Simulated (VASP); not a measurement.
Crystal: CaCl.

```
CELL_PARAMETERS angstrom
3.41280 0.00000 0.00000
0.00000 3.41280 0.00000
0.00000 0.00000 4.47320
ATOMIC_POSITIONS crystal
Ca 0.50000 0.50000 0.50000
Cl 0.00000 0.00000 0.00000
```

* Program: VASP 6.6.1
* Task: relaxation of cell and atoms
* Functional: PBE
* Potentials or basis: VASP PAW PBE potentials, release 64 (Ca_sv, Cl)
* Cutoff: 600 eV
* k mesh: 16 × 16 × 12
* Occupations: gaussian, width 0.1 eV
* Spin: no spin polarisation

At the start: pressure 0.5 GPa; volume 26.05 Å³/atom.

Task: Where does the relaxation end?

Result: Over 7 steps the energy falls by 17.7 meV/atom and the volume is 26.38 Å³/atom (+1.3 %); space group P4/mmm (No. 123, to 0.05 Å).

Step by step:
```tsv
step	energy change (eV)	largest force (eV/Å)	pressure (GPa)	volume (Å³)
1	0.0000	0.0000	0.54	52.10
2	-0.0262	0.0000	0.16	52.74
3	-0.0348	0.0000	-0.15	53.33
4	-0.0349	0.0000	-0.18	53.38
5	-0.0349	0.0000	-0.20	53.40
6	-0.0352	0.0000	-0.10	53.10
7	-0.0353	0.0000	-0.01	52.77
```

Final structure:
```
Ca Cl
1.0
     3.51671    0.00000    0.00000
     0.00000    3.51671    0.00000
     0.00000    0.00000    4.26679
Ca Cl
1 1
Direct
  0.50000 0.50000 0.50000
  0.00000 0.00000 0.00000
```

Caveat: an odd number of electrons without spin polarisation forces a metal; a magnetic or distorted state may lie lower.
